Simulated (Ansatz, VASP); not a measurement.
# One calculation of Si2Ni, two programs

```
Si Ni
1.0
     0.00000    2.71970    2.71970
     2.71970    0.00000    2.71970
     2.71970    2.71970    0.00000
Si Ni
2 1
Direct
  0.25000 0.25000 0.25000
  0.75000 0.75000 0.75000
  0.00000 0.00000 0.00000
```

Alike in both runs: task single point; functional r2SCAN; k mesh 14 × 14 × 14; occupations gaussian, width 0.1 eV; no spin polarisation.

|  | VASP | Ansatz |
| --- | --- | --- |
| version | VASP 6.6.1 | Ansatz 0.2.0 |
| potentials or method | VASP PAW PBE potentials, release 64 (Si, Ni), cutoff 520 eV | scalar-relativistic, plane waves, PAW |
| valence electrons in the cell | 18 | 26 |

```tsv
	VASP	Ansatz	Ansatz less VASP
gap on the k mesh at the Fermi level (eV)	none	none	-
pressure (GPa)	-4.5	-4.4	+0.05
```

VASP's potentials were made for PBE, not for r2SCAN. A gap of «none» marks a metal or a gap that the smearing closes. VASP's potentials hold 18 valence electrons a cell and Ansatz's 26, so a difference there can come from the potentials and not from the codes.
